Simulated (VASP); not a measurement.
# Sr3Be4 (Pm-3m) in VASP: notebook

The runs below take Sr3Be4 through single point, relaxation of cell and atoms, with PBE.

Everything below comes from runs of VASP 6.6.1. Logs are shortened: lines on timing, memory, paths and dates and some standing lists are left out, and cuts for length are marked.

## Step 1: The cell of the first run

Symmetry: Pm-3m, No. 221, cubic system. Conventional cell: a = 6.321 Å, b = 6.321 Å, c = 6.321 Å, α = 90.00°, β = 90.00°, γ = 90.00°. Sr (site symmetry 4/mmm) has 6 Be at 3.16 Å within 4.2 Å. Within 4.2 Å of Be (site symmetry 4/mmm) lie 4 Sr at 3.16 Å. Within 4.2 Å of Be (site symmetry m-3m) lie 6 Sr at 3.16 Å.

## Step 2: Single point, PBE

INCAR reads:

```
PREC = Accurate
ENCUT = 520
EDIFF = 1E-7
ISMEAR = 0
SIGMA = 0.1
LREAL = False
LASPH = True
NELM = 100
ALGO = Normal
ISIF = 2
LWAVE = False
LCHARG = False
GGA = PE
NBANDS = 28
```

KPOINTS reads:

```
regular mesh
0
Gamma
  6 6 6
```

POSCAR reads:

```
Sr3Be4
1.0
    6.3210352273      0.0000000000      0.0000000000
    0.0000000000      6.3210352273      0.0000000000
    0.0000000000      0.0000000000      6.3210352273
Sr Be
3 4
Direct
    0.0000000000      0.5000000000      0.5000000000
    0.5000000000      0.0000000000      0.5000000000
    0.5000000000      0.5000000000      0.0000000000
    0.5000000000      0.0000000000      0.0000000000
    0.0000000000      0.5000000000      0.0000000000
    0.0000000000      0.0000000000      0.5000000000
    0.5000000000      0.5000000000      0.5000000000
```

Potentials or basis: VASP PAW PBE potentials, release 64 (Sr_sv, Be).

On the command line:

```sh
> cat potpaw_PBE.64/Sr_sv/POTCAR potpaw_PBE.64/Be/POTCAR > POTCAR
> mpirun -np 1 vasp_std > vasp.out
```

OUTCAR:

```text
PREC = Accurate
   ENCUT = 520
   EDIFF = 1E-7
   ISMEAR = 0
   LREAL = False
   LASPH = True
   NELM = 100
   ISIF = 2
   GGA = PE

 ion  position               nearest neighbor table
   1  0.000  0.500  0.500-   5 3.16   6 3.16   7 3.16   5 3.16   6 3.16   7 3.16   3 4.47   2 4.47
                             2 4.47   2 4.47   3 4.47   3 4.47   3 4.47   2 4.47
   2  0.500  0.000  0.500-   4 3.16   6 3.16   7 3.16   4 3.16   7 3.16   6 3.16   3 4.47   1 4.47
                             3 4.47   1 4.47   3 4.47   1 4.47   3 4.47   1 4.47
   3  0.500  0.500  0.000-   4 3.16   5 3.16   7 3.16   7 3.16   4 3.16   5 3.16   2 4.47   2 4.47
                             2 4.47   1 4.47   2 4.47   1 4.47   1 4.47   1 4.47
   4  0.500  0.000  0.000-   2 3.16   3 3.16   2 3.16   3 3.16
   5  0.000  0.500  0.000-   1 3.16   3 3.16   1 3.16   3 3.16
   6  0.000  0.000  0.500-   1 3.16   2 3.16   1 3.16   2 3.16
   7  0.500  0.500  0.500-   1 3.16   2 3.16   3 3.16   3 3.16   2 3.16   1 3.16

  LATTYP: Found a simple cubic cell.
 ALAT       =     6.3210352273

  Lattice vectors:

 A1 = (   6.3210352273,   0.0000000000,   0.0000000000)
 A2 = (   0.0000000000,   6.3210352273,   0.0000000000)
 A3 = (   0.0000000000,   0.0000000000,   6.3210352273)

Analysis of symmetry for initial positions (statically):
=====================================================================
 Subroutine PRICEL returns:
 Original cell was already a primitive cell.

 Routine SETGRP: Setting up the symmetry group for a
 simple cubic supercell.

 Subroutine GETGRP returns: Found 48 space group operations
 (whereof 48 operations were pure point group operations)
 out of a pool of 48 trial point group operations.

The static configuration has the point symmetry O_h .

Analysis of symmetry for dynamics (positions and initial velocities):
=====================================================================
 Subroutine PRICEL returns:
 Original cell was already a primitive cell.

 Routine SETGRP: Setting up the symmetry group for a
 simple cubic supercell.

 Subroutine GETGRP returns: Found 48 space group operations
 (whereof 48 operations were pure point group operations)
 out of a pool of 48 trial point group operations.

The dynamic configuration has the point symmetry O_h .

 Subroutine INISYM returns: Found 48 space group operations
 (whereof 48 operations are pure point group operations),
 and found     1 'primitive' translations

----------------------------------------------------------------------------------------

                                     Primitive cell

  volume of cell :     252.5600

  direct lattice vectors                    reciprocal lattice vectors
     6.321035227  0.000000000  0.000000000     0.158201934  0.000000000  0.000000000
     0.000000000  6.321035227  0.000000000     0.000000000  0.158201934  0.000000000
     0.000000000  0.000000000  6.321035227     0.000000000  0.000000000  0.158201934

  length of vectors
     6.321035227  6.321035227  6.321035227     0.158201934  0.158201934  0.158201934

  position of ions in fractional coordinates (direct lattice)
     0.000000000  0.500000000  0.500000000
     0.500000000  0.000000000  0.500000000
     0.500000000  0.500000000  0.000000000
     0.500000000  0.000000000  0.000000000
     0.000000000  0.500000000  0.000000000
     0.000000000  0.000000000  0.500000000
     0.500000000  0.500000000  0.500000000

  ion indices of the primitive-cell ions
   primitive index   ion index
                 1           1
                 2           2
                 3           3
                 4           4
                 5           5
                 6           6
                 7           7

----------------------------------------------------------------------------------------

 KPOINTS: regular mesh

Automatic generation of k-mesh.
 Grid dimensions read from file:
 generate k-points for:    6    6    6

 Generating k-lattice:

  Cartesian coordinates                     Fractional coordinates (reciprocal lattice)
     0.026366989  0.000000000  0.000000000     0.166666667  0.000000000  0.000000000
     0.000000000  0.026366989  0.000000000     0.000000000  0.166666667  0.000000000
     0.000000000  0.000000000  0.026366989     0.000000000  0.000000000  0.166666667

  Length of vectors
     0.026366989  0.026366989  0.026366989

  Shift w.r.t. Gamma in fractional coordinates (k-lattice)
     0.000000000  0.000000000  0.000000000

 Subroutine IBZKPT returns following result:
 ===========================================

 Found     20 irreducible k-points:

 Following reciprocal coordinates:
            Coordinates               Weight
  0.000000  0.000000  0.000000      1.000000
  0.166667  0.000000  0.000000      6.000000
  0.333333  0.000000  0.000000      6.000000
  0.500000  0.000000  0.000000      3.000000
  0.166667  0.166667  0.000000     12.000000
  0.333333  0.166667  0.000000     24.000000
[... 12 lines left out ...]
  0.500000  0.500000  0.333333      6.000000
  0.500000  0.500000  0.500000      1.000000
   k-points           NKPTS =     20   k-points in BZ     NKDIM =     20   number of bands    NBANDS=     28
   number of dos      NEDOS =    301   number of ions     NIONS =      7
   total plane-waves  NPLWV = 110592
   dimension x,y,z NGX =    48 NGY =   48 NGZ =   48
   dimension x,y,z NGXF=    96 NGYF=   96 NGZF=   96
   ions per type =               3   4
   NGX,Y,Z   is equivalent  to a cutoff of  12.62, 12.62, 12.62 a.u.
   NGXF,Y,Z  is equivalent  to a cutoff of  25.25, 25.25, 25.25 a.u.
 SYSTEM =  unknown system
   PREC   = accura    normal or accurate (medium, high low for compatibility)
   ISTART =      0    job   : 0-new  1-cont  2-samecut
   ICHARG =      2    charge: 1-file 2-atom 10-const
   ISPIN  =      1    spin polarized calculation?
   LNONCOLLINEAR =      F non collinear calculations
   LSORBIT =      F    spin-orbit coupling
   LASPH  =      T    aspherical Exc in radial PAW
   ENCUT  =  520.0 eV  38.22 Ry    6.18 a.u.  11.75 11.75 11.75*2*pi/ulx,y,z
   NELM   =    100;   NELMIN=  2; NELMDL= -5     # of ELM steps
   EDIFF  = 0.1E-06   stopping-criterion for ELM
   LREAL  =      F    real-space projection
   EDIFFG = 0.1E-05   stopping-criterion for IOM
   NSW    =      0    number of steps for IOM
   IBRION =     -1    ionic relax: 0-MD 1-quasi-New 2-CG
   NFREE  =      0    steps in history (QN), initial steepest desc. (CG)
   ISIF   =      2    stress and relaxation
   ISYM   =      2    0-nonsym 1-usesym 2-fastsym
   POTIM  = 0.5000    time-step for ionic-motion
   TEBEG  =    0.0;   TEEND  =   0.0 temperature during run
   PSTRESS=    0.0 pullay stress
   NELECT =      38.0000    total number of electrons
   NUPDOWN=      -1.0000    fix difference up-down
   EMIN   =  10.00;   EMAX   =-10.00  energy-range for DOS
   EFERMI =   0.00;   METHOD = LEGACY
   ISMEAR =     0;   SIGMA  =   0.10  broadening in eV -4-tet -1-fermi 0-gaus
   EFERMI_NEDOS =   21; number of points for ismear=-14 and -15
   IALGO  =     38    algorithm
   IMIX   =      4    mixing-type and parameters
     AMIX     =   0.40;   BMIX     =  1.00
     AMIX_MAG =   1.60;   BMIX_MAG =  1.00
  volume/ion in A,a.u.               =      36.08       243.48
  Fermi-wavevector in a.u.,A,eV,Ry     =   0.870725  1.645432 10.315427  0.758163
  Thomas-Fermi vector in A             =   1.989731
   LORBIT       =      0    0 simple, 1 ext, 2 COOP (PROOUT), +10 PAW based schemes
   GGA     = PE    functional components
   LHFCALC =     F    Hartree Fock is set to
   AEXX    =    0.0000 exact exchange contribution
   IVDW    =     0    specifies the selected vdW correction
   LEPSILON=     F    determine dielectric tensor
   LRPA    =     F    only Hartree local field effects (RPA)
 non-spin polarized calculation
 Gauss-broadening in eV      SIGMA  =   0.10
  energy-cutoff  :      520.00
  volume of cell :      252.56
 maximum number of plane-waves:      6859
 NGX is ok and might be reduce to    48
   NGX = 23   NGY = 23   NGZ = 23

 number of electron      38.0000000 magnetization

 Free energy of the ion-electron system (eV)
  ---------------------------------------------------
  ext. energy  EPLUGINS =         0.00000000
  ---------------------------------------------------
  free energy    TOTEN  =       -11.10169457 eV

  energy without entropy =      -11.07070848  energy(sigma->0) =      -11.08620152

 E-fermi :   0.6889     XC(G=0):  -7.2719

 val. band max:        0.6677762865   @ k =   0.5000   0.1667   0.1667
 cond. band min:       0.6923289647   @ k =   0.3333   0.3333   0.0000
 fundamental gap:      0.0245526781
 Fermi energy:         0.6888863489

 k-point     1 :       0.0000    0.0000    0.0000
  band No.  band energies     occupation
      1     -34.9462      2.00000
      2     -34.9382      2.00000
      3     -34.9382      2.00000
      4     -17.0137      2.00000
      5     -17.0137      2.00000
      6     -17.0137      2.00000
[... 20 lines left out ...]
     27       2.6731      0.00000
     28       2.6731      0.00000

 k-point     2 :       0.1667    0.0000    0.0000
  band No.  band energies     occupation
      1     -34.9458      2.00000
      2     -34.9387      2.00000
      3     -34.9382      2.00000
      4     -17.0102      2.00000
      5     -17.0102      2.00000
      6     -17.0082      2.00000
[... 20 lines left out ...]
     27       3.1402      0.00000
     28       3.1407      0.00000

 k-point     3 :       0.3333    0.0000    0.0000
  band No.  band energies     occupation
      1     -34.9445      2.00000
      2     -34.9399      2.00000
      3     -34.9382      2.00000
      4     -17.0019      2.00000
      5     -17.0019      2.00000
      6     -16.9939      2.00000
[... 20 lines left out ...]
     27       2.6966      0.00000
     28       2.9563      0.00000

 k-point     4 :       0.5000    0.0000    0.0000
  band No.  band energies     occupation
      1     -34.9436      2.00000
      2     -34.9409      2.00000
      3     -34.9382      2.00000
      4     -16.9964      2.00000
      5     -16.9964      2.00000
      6     -16.9825      2.00000
[... 20 lines left out ...]
     27       2.7013      0.00000
     28       2.7175      0.00000

 k-point     5 :       0.1667    0.1667    0.0000
  band No.  band energies     occupation
      1     -34.9453      2.00000
      2     -34.9389      2.00000
      3     -34.9385      2.00000
      4     -17.0122      2.00000
      5     -17.0067      2.00000
      6     -16.9993      2.00000
[... 20 lines left out ...]
     27       2.9243      0.00000
     28       3.0392      0.00000

 k-point     6 :       0.3333    0.1667    0.0000
  band No.  band energies     occupation
      1     -34.9442      2.00000
      2     -34.9399      2.00000
      3     -34.9386      2.00000
      4     -17.0069      2.00000
      5     -16.9982      2.00000
      6     -16.9891      2.00000
[... 339 lines left out ...]
      5     -17.0064      2.00000
      6     -17.0064      2.00000
[... 20 lines left out ...]
     27       3.0508      0.00000
     28       3.0508      0.00000

 k-point    18 :       0.5000    0.3333    0.3333
  band No.  band energies     occupation
      1     -34.9416      2.00000
      2     -34.9409      2.00000
      3     -34.9402      2.00000
      4     -17.0208      2.00000
      5     -17.0127      2.00000
      6     -17.0109      2.00000
[... 20 lines left out ...]
     27       2.9345      0.00000
     28       3.2503      0.00000

 k-point    19 :       0.5000    0.5000    0.3333
  band No.  band energies     occupation
      1     -34.9409      2.00000
      2     -34.9409      2.00000
      3     -34.9409      2.00000
      4     -17.0248      2.00000
      5     -17.0175      2.00000
      6     -17.0117      2.00000
[... 20 lines left out ...]
     27       2.9499      0.00000
     28       3.4078      0.00000

 k-point    20 :       0.5000    0.5000    0.5000
  band No.  band energies     occupation
      1     -34.9409      2.00000
      2     -34.9409      2.00000
      3     -34.9409      2.00000
      4     -17.0322      2.00000
      5     -17.0174      2.00000
      6     -17.0174      2.00000
[... 20 lines left out ...]
     27       3.3114      0.00000
     28       3.3114      0.00000

------------------------ aborting loop because EDIFF is reached ----------------------------------------

  FORCE on cell =-STRESS in cart. coord.  units (eV):
  Direction    XX          YY          ZZ          XY          YZ          ZX
  --------------------------------------------------------------------------------------
  -------------------------------------------------------------------------------------
  Total        0.0206599      0.0206599      0.0206599      0.0000000     -0.0000000      0.0000000
  in kB        0.1310611      0.1310611      0.1310611      0.0000000     -0.0000000      0.0000000
  external PRESSURE =       0.1310611 kB  Pullay stress =       0.0000000 kB

 VOLUME and BASIS-vectors are now :
 -----------------------------------------------------------------------------
  energy-cutoff  :      520.00
  volume of cell :      252.56
      direct lattice vectors                 reciprocal lattice vectors
     6.321035227  0.000000000  0.000000000     0.158201934  0.000000000  0.000000000
     0.000000000  6.321035227  0.000000000     0.000000000  0.158201934  0.000000000
     0.000000000  0.000000000  6.321035227     0.000000000  0.000000000  0.158201934

 POSITION                                       TOTAL-FORCE (eV/Angst)
 -----------------------------------------------------------------------------------
      0.00000      3.16052      3.16052         0.000000      0.000000      0.000000
      3.16052      0.00000      3.16052         0.000000      0.000000      0.000000
      3.16052      3.16052      0.00000         0.000000      0.000000      0.000000
      3.16052      0.00000      0.00000         0.000000      0.000000      0.000000
      0.00000      3.16052      0.00000         0.000000      0.000000      0.000000
      0.00000      0.00000      3.16052         0.000000      0.000000      0.000000
      3.16052      3.16052      3.16052         0.000000      0.000000      0.000000
 -----------------------------------------------------------------------------------
    total drift:                                0.000000      0.000000     -0.000000

  FREE ENERGIE OF THE ION-ELECTRON SYSTEM (eV)
  ---------------------------------------------------
  free  energy   TOTEN  =       -11.1016945691 eV

  energy  without entropy=      -11.0707084782  energy(sigma->0) =      -11.08620152
```

Wall time 62 s (1 thread of Intel Xeon 6975P-C (Granite Rapids), shared host); peak memory 0.39 GiB.

Results:

```
Free energy            : -11.1017 eV
Pressure               : 0.0 GPa
Band gap on the k mesh : zero (band 19 reaches 0.82 eV, above the bottom of band 20 at -0.16 eV)
```

## Step 3: Relaxation of cell and atoms, PBE

This run uses another cell than the first one, of 35.90 Å³/atom, 0.995 times its volume.

INCAR reads:

```
SYSTEM = Sr3Be4
PREC     = Accurate       ! precision mode
ENCUT    = 600            ! plane-wave cutoff, eV
EDIFF    = 1E-6           ! SCF threshold, eV
ISMEAR   = 0              ! smearing method
SIGMA    = 0.1            ! smearing width, eV
LREAL    = .FALSE.        ! projectors in reciprocal space
LASPH    = .TRUE.         ! aspherical terms in the spheres
NELM     = 100            ! most SCF steps
ALGO     = Normal         ! electronic algorithm
ISIF     = 3              ! what is computed and relaxed
LWAVE    = .FALSE.        ! write WAVECAR
LCHARG   = .FALSE.        ! write CHGCAR
GGA      = PE             ! functional
IBRION   = 2              ! ionic algorithm
NSW      = 100            ! ionic steps
EDIFFG   = -0.01          ! ionic threshold
```

KPOINTS reads:

```
regular mesh
0
G
  6 6 6
  0 0 0
```

POSCAR, as its differences from that of step 2:

```diff
@@ -2,5 +2,5 @@
 1.0
-    6.3210352273      0.0000000000      0.0000000000
-    0.0000000000      6.3210352273      0.0000000000
-    0.0000000000      0.0000000000      6.3210352273
+    6.3105068660      0.0000000000      0.0000000000
+    0.0000000000      6.3105068660      0.0000000000
+    0.0000000000      0.0000000000      6.3105068660
 Sr Be
```

Potentials or basis: VASP PAW PBE potentials, release 64 (Sr_sv, Be).

On the command line:

```sh
> cat potpaw_PBE.64/Sr_sv/POTCAR potpaw_PBE.64/Be/POTCAR > POTCAR
> mpirun -np 1 vasp_std > vasp.out
```

Wall time 2 min (1 thread of Intel Xeon 6975P-C (Granite Rapids), shared host); peak memory 0.44 GiB.

Results (log left out):

* Free energy: -11.1014 eV
* Relaxed volume: 36.14 Å³/atom
* Relaxed cell: a = 6.324 Å, b = 6.324 Å, c = 6.324 Å, α = 90.00°, β = 90.00°, γ = 90.00°
* Space group after relaxing (to 0.05 Å): Pm-3m (No. 221)
* Energy gained by relaxing: 0.1 meV/atom
* Ionic steps: 3
* Pressure after relaxing: 0.0 GPa
* Band gap on the k mesh: zero (band 19 reaches 0.81 eV, above the bottom of band 20 at -0.16 eV)

Step by step:
| step | energy change (eV) | largest force (eV/Å) | pressure (GPa) | volume (Å³) |
| --- | --- | --- | --- | --- |
| 1 | 0.0000 | 0.0000 | 0.10 | 251.30 |
| 2 | -0.0004 | 0.0000 | 0.05 | 252.13 |
| 3 | -0.0005 | 0.0000 | -0.01 | 252.97 |

Final structure:
```xyz
7
Lattice="6.3244 0.0000 0.0000 0.0000 6.3244 0.0000 0.0000 0.0000 6.3244" Properties=species:S:1:pos:R:3 pbc="T T T"
Sr    0.0000    3.1622    3.1622
Sr    3.1622    0.0000    3.1622
Sr    3.1622    3.1622    0.0000
Be    3.1622    0.0000    0.0000
Be    0.0000    3.1622    0.0000
Be    0.0000    0.0000    3.1622
Be    3.1622    3.1622    3.1622
```

Levels at points of the mesh, in eV from the Fermi level:
```tsv
k point	band 17	band 18	band 19	band 20	band 21	band 22
(0.00, 0.00, 0.00)	-0.28	-0.28	-0.28	1.45	1.45	1.45
(0.50, 0.00, 0.00)	0.10	0.10	0.13	0.13	0.22	0.27
(0.50, 0.50, 0.00)	-0.59	-0.59	-0.22	0.23	0.58	0.64
(0.50, 0.50, 0.50)	-1.65	-1.65	-1.65	-0.84	0.59	0.59
```

(Continued in part 2 of 2.)
